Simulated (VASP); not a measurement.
Fe: single point with PBE

The system is Fe.

```
CELL_PARAMETERS angstrom
-1.39790 1.39790 1.39790
1.39790 -1.39790 1.39790
1.39790 1.39790 -1.39790
ATOMIC_POSITIONS crystal
Fe 0.00000 0.00000 0.00000
```

| Quantity | Value |
| --- | --- |
| Program | VASP 6.6.1 |
| Task | single point |
| Functional | PBE |
| Potentials or basis | VASP PAW PBE potentials, release 64 (Fe) |
| Cutoff | 520 eV |
| k mesh | 28 × 28 × 28 |
| Occupations | fermi-dirac, width 0.0612256 eV |
| Spin | no spin polarisation |

```json
{
 "Pressure": "-10.0 GPa",
 "Band gap on the k mesh": "zero (bands 4 and 5 overlap by 2.00 eV)"
}
```

Levels at points of the mesh, in eV from the Fermi level:
```
           k point  band 1  band 2  band 3  band 4  band 5  band 6  band 7  band 8  band 9
(0.00, 0.00, 0.00)   -8.65   -1.69   -1.69   -1.69   -0.04   -0.04   25.25   25.25   25.25
(0.50, 0.00, 0.00)   -4.66   -2.91   -0.07    0.19    0.50    1.27    8.18   18.66   21.04
(0.50, 0.50, 0.50)   -4.39   -4.39    0.97    0.97    0.97   10.28   10.28   10.28   16.38
```

Wall time 28 s on 1 thread of Intel(R) Xeon(R) 6975P-C (Granite Rapids) (shared host), peak memory 0.18 GiB.

Caveat: the cell stands under tension; the run has no spin polarisation, though such a crystal can be magnetic. Spin polarisation is off, so any magnetic state and its effect on volume and gap are missing.
